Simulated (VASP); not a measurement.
# LiCl2 (P6/mmm) in VASP: further runs, part 2 of 2

VASP 6.6.1. Earlier steps stand in the parts before.

### 3 Relaxation of cell and atoms, PBE

This run uses another cell than the first one, of 22.68 Å³/atom.

File INCAR:

```
SYSTEM = LiCl2
  ALGO = Normal
  EDIFF = 1E-7
  EDIFFG = -0.04
  ENCUT = 600
  GGA = PE
  IBRION = 2
  ISIF = 3
  ISMEAR = 0
  LASPH = .True.
  LCHARG = .False.
  LREAL = .False.
  LWAVE = .False.
  NELM = 60
  NSW = 90
  PREC = Accurate
  SIGMA = 0.1
```

File KPOINTS:

```
k-points
0
Gamma
  6 6 4
  0 0 0
```

File POSCAR:

```
LiCl2
1.0
    4.2933588700      0.0000000000      0.0000000000
   -2.1466794400      3.7181578500      0.0000000000
    0.0000000000      0.0000000000      4.2619500100
Li Cl
1 2
Direct
    0.0000000000      0.0000000000      0.0000000000
    0.3333333300      0.6666666700      0.5000000000
    0.6666666700      0.3333333300      0.5000000000
```

Potentials or basis: VASP PAW PBE potentials, release 64 (Li_sv, Cl).

Started as:

```sh
$ cat potpaw_PBE.64/Li_sv/POTCAR potpaw_PBE.64/Cl/POTCAR > POTCAR
$ mpirun -np 1 vasp_std > vasp.out
```

OUTCAR:

```text
SYSTEM = LiCl2
   EDIFF = 1E-7
   EDIFFG = -0.04
   ENCUT = 600
   GGA = PE
   IBRION = 2
   ISIF = 3
   ISMEAR = 0
   LASPH = .True.
   LREAL = .False.
   NELM = 60
   NSW = 90
   PREC = Accurate

 ion  position               nearest neighbor table
   1  0.000  0.000  0.000-
   2  0.333  0.667  0.500-   3 2.48   3 2.48   3 2.48
   3  0.667  0.333  0.500-   2 2.48   2 2.48   2 2.48

  LATTYP: Found a hexagonal cell.
 ALAT       =     4.2933588700
 C/A-ratio  =     0.9926843153

  Lattice vectors:

 A1 = (   4.2933588700,   0.0000000000,   0.0000000000)
 A2 = (  -2.1466794400,   3.7181578500,   0.0000000000)
 A3 = (   0.0000000000,   0.0000000000,   4.2619500100)

Analysis of symmetry for initial positions (statically):
=====================================================================
 Subroutine PRICEL returns:
 Original cell was already a primitive cell.

 Routine SETGRP: Setting up the symmetry group for a
 hexagonal supercell.

 Subroutine GETGRP returns: Found 24 space group operations
 (whereof 24 operations were pure point group operations)
 out of a pool of 24 trial point group operations.

The static configuration has the point symmetry D_6h.

Analysis of symmetry for dynamics (positions and initial velocities):
=====================================================================
 Subroutine PRICEL returns:
 Original cell was already a primitive cell.

 Routine SETGRP: Setting up the symmetry group for a
 hexagonal supercell.

 Subroutine GETGRP returns: Found 24 space group operations
 (whereof 24 operations were pure point group operations)
 out of a pool of 24 trial point group operations.

The dynamic configuration has the point symmetry D_6h.

 Subroutine INISYM returns: Found 24 space group operations
 (whereof 24 operations are pure point group operations),
 and found     1 'primitive' translations

----------------------------------------------------------------------------------------

[... 137 lines left out ...]
  ---------------------------------------------------
  free energy    TOTEN  =        -6.37109673 eV

  energy without entropy =       -6.36498988  energy(sigma->0) =       -6.36804331

------------------------ aborting loop because EDIFF is reached ----------------------------------------

  FORCE on cell =-STRESS in cart. coord.  units (eV):
  Direction    XX          YY          ZZ          XY          YZ          ZX
  --------------------------------------------------------------------------------------
  -------------------------------------------------------------------------------------
  Total        6.5540778      6.5540778     -3.0411823     -0.0000000      0.0000000     -0.0000000
  in kB      154.3436655    154.3436655    -71.6175839     -0.0000002      0.0000000     -0.0000000
  external PRESSURE =      79.0232490 kB  Pullay stress =       0.0000000 kB
[... 61 lines left out ...]
--------------------------------------- Ionic step        3  -------------------------------------------

 number of electron      16.9999997 magnetization

 E-fermi :  -0.0287     XC(G=0):  -7.1665

 val. band max:       -0.0678915552   @ k =   0.3333   0.0000   0.5000
 cond. band min:       0.0604922724   @ k =   0.5000   0.0000   0.0000
 fundamental gap:      0.1283838277
 Fermi energy:        -0.0286990486

 k-point     1 :       0.0000    0.0000    0.0000
  band No.  band energies     occupation
      1     -47.3675      2.00000
      2     -14.7448      2.00000
      3     -12.9658      2.00000
      4      -3.3484      2.00000
      5      -3.3484      2.00000
      6      -2.1633      2.00000
      7      -0.8765      2.00000
      8      -0.8765      2.00000
      9      -0.6839      2.00000
     10       2.9145      0.00000
     11       7.4119      0.00000
     12       7.6107      0.00000
[... 328 lines left out ...]
  FREE ENERGIE OF THE ION-ELECTRON SYSTEM (eV)
  ---------------------------------------------------
  free  energy   TOTEN  =        -7.1747350488 eV

  energy  without entropy=       -7.1665170378  energy(sigma->0) =       -7.17062604

[... ionic steps 4 to 8 ...]

--------------------------------------- Ionic step        9  -------------------------------------------

 number of electron      17.0000007 magnetization

------------------------ aborting loop because EDIFF is reached ----------------------------------------
[... 69 lines left out ...]
--------------------------------------- Ionic step       11  -------------------------------------------

 number of electron      17.0000005 magnetization

 Free energy of the ion-electron system (eV)
  ---------------------------------------------------
  ext. energy  EPLUGINS =         0.00000000
  ---------------------------------------------------
  free energy    TOTEN  =        -7.26041263 eV

  energy without entropy =       -7.25389575  energy(sigma->0) =       -7.25715419

 E-fermi :   0.9444     XC(G=0):  -7.8243

 val. band max:        0.9279726324   @ k =   0.3333   0.0000   0.5000
 cond. band min:       1.0248871763   @ k =   0.5000   0.0000   0.0000
 fundamental gap:      0.0969145439
 Fermi energy:         0.9443974652

 k-point     1 :       0.0000    0.0000    0.0000
  band No.  band energies     occupation
      1     -46.0869      2.00000
      2     -14.2744      2.00000
      3     -12.1016      2.00000
      4      -2.8706      2.00000
      5      -2.8706      2.00000
      6      -1.1297      2.00000
      7      -0.1546      2.00000
      8      -0.1546      2.00000
      9       0.4873      2.00000
     10       4.0869      0.00000
     11       8.4530      0.00000
     12       8.8572      0.00000
[... 328 lines left out ...]
  FREE ENERGIE OF THE ION-ELECTRON SYSTEM (eV)
  ---------------------------------------------------
  free  energy   TOTEN  =        -7.2604126320 eV

  energy  without entropy=       -7.2538957516  energy(sigma->0) =       -7.25715419

 reached required accuracy - stopping structural energy minimisation
```

It took 70 s on 1 thread of Intel Xeon 6975P-C (Granite Rapids), shared host; peak memory 0.21 GiB.

What came out:

* Free energy: -7.2604 eV
* Relaxed volume: 23.68 Å³/atom
* Relaxed cell: a = 4.768 Å, b = 4.768 Å, c = 3.609 Å, α = 90.00°, β = 90.00°, γ = 120.00°
* Space group after relaxing (to 0.1 Å): P6/mmm (No. 191)
* Energy gained by relaxing: 296.4 meV/atom
* Ionic steps: 11
* Pressure after relaxing: 0.0 GPa
* Band gap on the k mesh: zero (an odd number of electrons rules out a gap without spin polarisation)

The path:
| step | energy change (eV) | largest force (eV/Å) | pressure (GPa) | volume (Å³) |
| --- | --- | --- | --- | --- |
| 1 | 0.0000 | 0.0000 | 7.90 | 68.04 |
| 2 | -0.7816 | 0.0000 | -0.30 | 79.07 |
| 3 | -0.8036 | 0.0000 | -1.70 | 83.09 |
| 4 | -0.8073 | 0.0000 | -1.33 | 81.86 |
| 5 | -0.8070 | 0.0000 | -1.24 | 81.59 |
| 6 | -0.8385 | 0.0000 | -1.08 | 79.18 |
| 7 | -0.8807 | 0.0000 | -0.61 | 74.46 |
| 8 | -0.8273 | 0.0000 | 1.31 | 65.30 |
| 9 | -0.8881 | 0.0000 | -0.32 | 72.34 |
| 10 | -0.8886 | 0.0000 | -0.22 | 71.67 |
| 11 | -0.8893 | 0.0000 | 0.04 | 71.04 |

Final structure:
```cif
data_structure
_symmetry_space_group_name_H-M 'P 1'
_symmetry_Int_Tables_number 1
_cell_length_a 4.7676
_cell_length_b 4.7676
_cell_length_c 3.6087
_cell_angle_alpha 90.000
_cell_angle_beta 90.000
_cell_angle_gamma 120.000
_cell_volume 71.04
loop_
_atom_site_label
_atom_site_type_symbol
_atom_site_fract_x
_atom_site_fract_y
_atom_site_fract_z
_atom_site_occupancy
Li1 Li 0.00000 0.00000 0.00000 1
Cl1 Cl 0.33333 0.66667 0.50000 1
Cl2 Cl 0.66667 0.33333 0.50000 1
```

Levels at points of the mesh, in eV from the Fermi level:
| k point | band 7 | band 8 | band 9 | band 10 | band 11 | band 12 |
| --- | --- | --- | --- | --- | --- | --- |
| (0.00, 0.00, 0.00) | -1.10 | -1.10 | -0.46 | 3.14 | 7.51 | 7.91 |
| (0.50, 0.00, 0.00) | -1.04 | -1.01 | 0.08 | 4.72 | 5.71 | 7.43 |
| (0.00, 0.00, 0.50) | -1.59 | -0.77 | -0.77 | 4.59 | 7.29 | 7.48 |
| (0.50, 0.00, 0.50) | -2.51 | -0.80 | 0.22 | 5.26 | 5.42 | 5.78 |

Caveat: the k points lie up to 0.44 Å⁻¹ apart in the final cell, too coarse for converged energies and pressures of a metal; the cutoff is under 1.25 times the usual one of these potentials, so pressure, stress and relaxed cells hold a basis-set (Pulay) error; a cell axis changed by over 15 % at a fixed basis, so the end point is rough; an odd number of electrons without spin polarisation forces a metal; a magnetic or distorted state may lie lower.

### 4 Single point, PBE

This run uses another cell than the first one, of 23.80 Å³/atom.

File INCAR:

```
SYSTEM = LiCl2
PREC = Accurate ; ENCUT = 520
EDIFF = 1E-6 ; ISMEAR = 0
SIGMA = 0.1 ; LREAL = .False.
LASPH = .True. ; NELM = 60
ALGO = Normal ; ISIF = 2
LWAVE = .False. ; LCHARG = .True.
GGA = PE ; LELF = .True.
LVHAR = .True. ; NBANDS = 16
```

File KPOINTS:

```
regular mesh
0
Gamma
  12 12 14
  0 0 0
```

File POSCAR:

```
LiCl2
1.0
    4.7788688715      0.0000000000      0.0000000000
   -2.3894344357      4.1386218440      0.0000000000
    0.0000000000      0.0000000000      3.6093369075
Li Cl
1 2
Direct
    0.0000000000      0.0000000000      0.0000000000
    0.3333333333      0.6666666667      0.5000000000
    0.6666666667      0.3333333333      0.5000000000
```

Potentials or basis: VASP PAW PBE potentials, release 64 (Li_sv, Cl).

Started as:

```sh
$ cat potpaw_PBE.64/Li_sv/POTCAR potpaw_PBE.64/Cl/POTCAR > POTCAR
$ mpirun -np 1 vasp_std > vasp.out
```

OUTCAR:

```text
SYSTEM = LiCl2
   PREC = Accurate
   ENCUT = 520
   EDIFF = 1E-6
   ISMEAR = 0
   LREAL = .False.
   LASPH = .True.
   NELM = 60
   ISIF = 2
   GGA = PE

 ion  position               nearest neighbor table
   1  0.000  0.000  0.000-
   2  0.333  0.667  0.500-
   3  0.667  0.333  0.500-

  LATTYP: Found a hexagonal cell.
 ALAT       =     4.7788688715
 C/A-ratio  =     0.7552701287

  Lattice vectors:

[... 645 lines left out ...]

------------------------ aborting loop because EDIFF is reached ----------------------------------------

  FORCE on cell =-STRESS in cart. coord.  units (eV):
  Direction    XX          YY          ZZ          XY          YZ          ZX
  --------------------------------------------------------------------------------------
  -------------------------------------------------------------------------------------
  Total       -0.0343886     -0.0343886     -0.0382907     -0.0000000     -0.0000000     -0.0000000
  in kB       -0.7718222     -0.7718222     -0.8593994     -0.0000000     -0.0000000     -0.0000000
  external PRESSURE =      -0.8010146 kB  Pullay stress =       0.0000000 kB

 VOLUME and BASIS-vectors are now :
 -----------------------------------------------------------------------------
  energy-cutoff  :      520.00
  volume of cell :       71.39
      direct lattice vectors                 reciprocal lattice vectors
     4.778868872  0.000000000  0.000000000     0.209254538  0.120813164  0.000000000
    -2.389434436  4.138621844  0.000000000     0.000000000  0.241626328  0.000000000
     0.000000000  0.000000000  3.609336907     0.000000000  0.000000000  0.277059201

 POSITION                                       TOTAL-FORCE (eV/Angst)
 -----------------------------------------------------------------------------------
      0.00000      0.00000      0.00000        -0.000000      0.000000      0.000000
     -0.00000      2.75908      1.80467        -0.000000     -0.000000     -0.000000
      2.38943      1.37954      1.80467         0.000000      0.000000      0.000000
 -----------------------------------------------------------------------------------
    total drift:                                0.000000     -0.000000     -0.000000

  FREE ENERGIE OF THE ION-ELECTRON SYSTEM (eV)
  ---------------------------------------------------
  free  energy   TOTEN  =        -7.2592427585 eV

  energy  without entropy=       -7.2489068420  energy(sigma->0) =       -7.25407480
```

Run time: 50 s. Hardware: 1 thread of Intel Xeon 6975P-C (Granite Rapids), shared host; peak memory 0.27 GiB.

Results:

```yaml
Free_energy: -7.2592 eV
Band_gap_on_the_k_mesh: zero (an odd number of electrons rules out a gap without spin polarisation)
```

Caveat: the cutoff is under 1.25 times the usual one of these potentials, so pressure, stress and relaxed cells hold a basis-set (Pulay) error; an odd number of electrons without spin polarisation forces a metal; a magnetic or distorted state may lie lower.

### 5 Relaxation of cell and atoms, PBE

File INCAR:

```
ALGO = Normal
EDIFF = 1E-7
EDIFFG = -0.01
ENCUT = 600
GGA = PE
IBRION = 2
ISIF = 3
ISMEAR = 0
LASPH = T
LCHARG = F
LREAL = F
LWAVE = F
NELM = 100
NSW = 100
PREC = Accurate
SIGMA = 0.1
```

File KPOINTS:

```
k-points
0
Gamma
  12 12 14
```

File POSCAR:

```
LiCl2
1.0
    4.7685370556      0.0000000000      0.0000000000
   -2.3842685278      4.1296742291      0.0000000000
    0.0000000000      0.0000000000      3.5984017174
Li Cl
1 2
Direct
    0.0000000000      0.0000000000      0.0000000000
    0.3333333333      0.6666666667      0.5000000000
    0.6666666667      0.3333333333      0.5000000000
```

Potentials or basis: VASP PAW PBE potentials, release 64 (Li_sv, Cl).

Started as:

```sh
$ cat potpaw_PBE.64/Li_sv/POTCAR potpaw_PBE.64/Cl/POTCAR > POTCAR
$ mpirun -np 1 vasp_std > vasp.out
```

OUTCAR:

```text
EDIFF = 1E-7
   EDIFFG = -0.01
   ENCUT = 600
   GGA = PE
   IBRION = 2
   ISIF = 3
   ISMEAR = 0
   LASPH = T
   LREAL = F
   NELM = 100
   NSW = 100
   PREC = Accurate

 ion  position               nearest neighbor table
   1  0.000  0.000  0.000-
   2  0.333  0.667  0.500-
   3  0.667  0.333  0.500-

  LATTYP: Found a hexagonal cell.
 ALAT       =     4.7685370556
 C/A-ratio  =     0.7546133490

  Lattice vectors:
[... 600 lines left out ...]

  FORCE on cell =-STRESS in cart. coord.  units (eV):
  Direction    XX          YY          ZZ          XY          YZ          ZX
  --------------------------------------------------------------------------------------
  -------------------------------------------------------------------------------------
  Total        0.0189175      0.0189175      0.0149555      0.0000000      0.0000000      0.0000000
  in kB        0.4269067      0.4269067      0.3374966      0.0000000      0.0000000      0.0000000
  external PRESSURE =       0.3971034 kB  Pullay stress =       0.0000000 kB

 VOLUME and BASIS-vectors are now :
 -----------------------------------------------------------------------------
  energy-cutoff  :      600.00
  volume of cell :       71.00
      direct lattice vectors                 reciprocal lattice vectors
     4.772573643  0.000000000  0.000000000     0.209530554  0.120972522  0.000000000
    -2.386286822  4.133170017  0.000000000     0.000000000  0.241945044  0.000000000
     0.000000000  0.000000000  3.599198504     0.000000000 -0.000000000  0.277839635

 POSITION                                       TOTAL-FORCE (eV/Angst)
 -----------------------------------------------------------------------------------
      0.00000      0.00000      0.00000         0.000000      0.000000      0.000000
     -0.00000      2.75545      1.79960         0.000000      0.000000      0.000000
      2.38629      1.37772      1.79960        -0.000000     -0.000000     -0.000000
 -----------------------------------------------------------------------------------
    total drift:                                0.000000      0.000000      0.000000

  FREE ENERGIE OF THE ION-ELECTRON SYSTEM (eV)
  ---------------------------------------------------
  free  energy   TOTEN  =        -7.2589866450 eV

  energy  without entropy=       -7.2487502602  energy(sigma->0) =       -7.25386845

 reached required accuracy - stopping structural energy minimisation
```

OSZICAR:

```text
N       E                     dE             d eps       ncg     rms          rms(c)
DAV:   1     0.108721938313E+03    0.10872E+03   -0.70051E+03  3648   0.135E+03
DAV:   2     0.504734287592E+00   -0.10822E+03   -0.10264E+03  5636   0.224E+02
DAV:   3    -0.717082942713E+01   -0.76756E+01   -0.75261E+01  4468   0.679E+01
DAV:   4    -0.742193532634E+01   -0.25111E+00   -0.25030E+00  5988   0.126E+01
[... 12 lines left out ...]
DAV:   2    -0.725903776171E+01    0.27533E-03   -0.58871E-04  4636   0.183E-01    0.428E-02
DAV:   3    -0.725899262575E+01    0.45136E-04   -0.16222E-04  4020   0.837E-02    0.290E-02
DAV:   4    -0.725898836911E+01    0.42566E-05   -0.40959E-06  5020   0.174E-02    0.103E-02
DAV:   5    -0.725898664752E+01    0.17216E-05   -0.87528E-07  4816   0.744E-03    0.221E-03
DAV:   6    -0.725898664498E+01    0.25393E-08   -0.46466E-08  2496   0.216E-03
   2 F= -.72589866E+01 E0= -.72538685E+01  d E =-.641462E-04
```

CONTCAR:

```text
LiCl2
   1.00000000000000
     4.7725736433059902    0.0000000000000000    0.0000000000000000
    -2.3862868216529951    4.1331700165981511    0.0000000000000000
     0.0000000000000000    0.0000000000000000    3.5991985042049657
  Li              Cl
     1     2
Direct
     0.0000000000000000    0.0000000000000000    0.0000000000000000
     0.3333333332999970    0.6666666667000030    0.5000000000000000
     0.6666666667000030    0.3333333332999970    0.5000000000000000

  0.00000000E+00  0.00000000E+00  0.00000000E+00
  0.00000000E+00  0.00000000E+00  0.00000000E+00
  0.00000000E+00  0.00000000E+00  0.00000000E+00
```

Wall time 79 s (1 thread of Intel Xeon 6975P-C (Granite Rapids), shared host); peak memory 0.3 GiB.

What came out:

| Property | Result |
| --- | --- |
| Free energy | -7.2590 eV |
| Relaxed volume | 23.67 Å³/atom |
| Relaxed cell | a = 4.773 Å, b = 4.773 Å, c = 3.599 Å, α = 90.00°, β = 90.00°, γ = 120.00° |
| Space group after relaxing (to 0.1 Å) | P6/mmm (No. 191) |
| Energy gained by relaxing | 0.0 meV/atom |
| Ionic steps | 2 |
| Pressure after relaxing | 0.0 GPa |
| Band gap on the k mesh | zero (an odd number of electrons rules out a gap without spin polarisation) |

Final structure:
```
CELL_PARAMETERS angstrom
4.77257 0.00000 0.00000
-2.38629 4.13317 0.00000
0.00000 0.00000 3.59920
ATOMIC_POSITIONS crystal
Li 0.00000 0.00000 0.00000
Cl 0.33333 0.66667 0.50000
Cl 0.66667 0.33333 0.50000
```

Caveat: the cutoff is under 1.25 times the usual one of these potentials, so pressure, stress and relaxed cells hold a basis-set (Pulay) error; an odd number of electrons without spin polarisation forces a metal; a magnetic or distorted state may lie lower.

### 6 The runs side by side

```tsv
task	cell	k mesh	cutoff (eV)	gap on the mesh (eV)	pressure (GPa)	relaxed volume (Å³/atom)
single point	a = 4.769, b = 4.769, c = 3.598 Å, angles 90.0, 90.0, 120.0°, 3 atoms	6 × 6 × 4	520	none	-	-
relaxation of cell and atoms	relaxed from a = 4.293, b = 4.293, c = 4.262 Å, angles 90.0, 90.0, 120.0°, 3 atoms	6 × 6 × 4	600	none	0.0	23.68
single point	a = 4.779, b = 4.779, c = 3.609 Å, angles 90.0, 90.0, 120.0°, 3 atoms	12 × 12 × 14	520	none	-	-
relaxation of cell and atoms	relaxed from a = 4.769, b = 4.769, c = 3.598 Å, angles 90.0, 90.0, 120.0°, 3 atoms	12 × 12 × 14	600	none	0.0	23.67
```

Alike in all rows: level PBE; potentials or basis VASP PAW PBE potentials, release 64 (Li_sv, Cl); no spin polarisation; smearing gaussian 0.1 eV.

Caveats: some runs use coarse meshes; the cutoff is under 1.25 times the usual one of these potentials, so pressure, stress and relaxed cells hold a basis-set (Pulay) error; an odd number of electrons without spin polarisation forces a metal; a magnetic or distorted state may lie lower; a cell axis changed by over 15 % at a fixed basis, so the end point is rough (at least some runs).

Absolute energies hang on the potentials; compare differences alone.
